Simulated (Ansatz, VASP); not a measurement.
**C in VASP and in Ansatz**

```
C
1.0
     0.00000    1.76572    1.76572
     1.76572    0.00000    1.76572
     1.76572    1.76572    0.00000
C
2
Direct
  0.00000 0.00000 0.00000
  0.25000 0.25000 0.25000
```

Alike in both runs: task single point; functional LDA; k mesh 12 × 12 × 12; occupations gaussian, width 0.02 eV; no spin polarisation.

|  | VASP | Ansatz |
| --- | --- | --- |
| version | VASP 6.6.1 | Ansatz 0.2.0 |
| potentials or method | VASP PAW LDA potentials, release 64 (C_h), cutoff 1300 eV | scalar-relativistic, plane waves, PAW |
| valence electrons in the cell | 8 | 8 |

```tsv
	VASP	Ansatz	Ansatz less VASP
gap on the k mesh at the Fermi level (eV)	4.20	4.20	+0.002
least direct gap on the mesh (eV)	5.63	5.62	-0.004
pressure (GPa)	1.0	0.0	-1.03
```

Ansatz warns that its potentials were made for another functional, while VASP's fit it. LDA's correlation is that of Perdew and Zunger in VASP and of Perdew and Wang (1992) in Ansatz.
